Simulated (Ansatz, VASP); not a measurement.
**HgSbS in VASP and in Ansatz**

INCAR

```
SYSTEM = HgSbS
PREC = Accurate ; ENCUT = 520
EDIFF = 1E-6 ; ISMEAR = 0
SIGMA = 0.1 ; LREAL = .FALSE.
LASPH = .TRUE. ; NELM = 80
ALGO = Normal ; ISIF = 2
LWAVE = .FALSE. ; LCHARG = .TRUE.
GGA = PE ; LELF = .TRUE.
LVHAR = .TRUE. ; NBANDS = 32
```

Contents of KPOINTS:

```
regular mesh
0
G
  6 6 2
  0 0 0
```

File POSCAR:

```
HgSbS
1.0
    4.7728077100      0.0000000000      0.0000000000
   -2.3864038600      4.1333727300      0.0000000000
    0.0000000000      0.0000000000      8.1907367400
Hg Sb S
2 2 2
Direct
    0.3333333300      0.6666666700      0.2500000000
    0.6666666700      0.3333333300      0.7500000000
    0.3333333300      0.6666666700      0.7500000000
    0.6666666700      0.3333333300      0.2500000000
    0.0000000000      0.0000000000      0.0000000000
    0.0000000000      0.0000000000      0.5000000000
```

Input for Ansatz:

```yaml
crystal:
  lattice:
    - [4.77280771, 0.0, 0.0]
    - [-2.38640386, 4.13337273, 0.0]
    - [0.0, 0.0, 8.19073674]
  atoms:
    - { symbol: Hg, position: [0.33333333, 0.66666667, 0.25] }
    - { symbol: Hg, position: [0.66666667, 0.33333333, 0.75] }
    - { symbol: Sb, position: [0.33333333, 0.66666667, 0.75] }
    - { symbol: Sb, position: [0.66666667, 0.33333333, 0.25] }
    - { symbol: S, position: [0.0, 0.0, 0.0] }
    - { symbol: S, position: [0.0, 0.0, 0.5] }
basis:
  ecutwfc: 420
kpoints:
  mp_grid: { grid: [6, 6, 2] }
hamiltonian:
  xc: pbe
scf:
  occupations: { method: gaussian, width: 0.1 }
  lower_state_search: "off"
output:
  forces: true
  stress: true
  eigenvalues: true
```

Change from the starting cell: species swapped into the CeCuSn type (P6_3/mmc, No. 194).

Alike in both runs: task single point; functional PBE; k mesh 6 × 6 × 2; occupations gaussian, width 0.1 eV; no spin polarisation.

|  | VASP | Ansatz |
| --- | --- | --- |
| version | VASP 6.6.1 | Ansatz 0.2.0 |
| potentials or method | VASP PAW PBE potentials, release 64 (Hg, Sb, S), cutoff 520 eV | scalar-relativistic, plane waves, PAW |
| valence electrons in the cell | 46 | 82 |

|  | VASP | Ansatz | Ansatz less VASP |
| --- | --- | --- | --- |
| gap on the k mesh at the Fermi level (eV) | none | none | - |
| pressure (GPa) | -0.9 | -0.9 | 0.00 |
| traceless stress, the component that is largest in VASP (GPa) | -2.54 | -2.51 | +0.033 |

A gap of «none» marks a metal or a gap that the smearing closes. VASP's potentials hold 46 valence electrons a cell and Ansatz's 82, so a difference there can come from the potentials and not from the codes.

The k mesh is coarse, so the values compare programs but aren't converged. Spin-orbit coupling is off throughout.
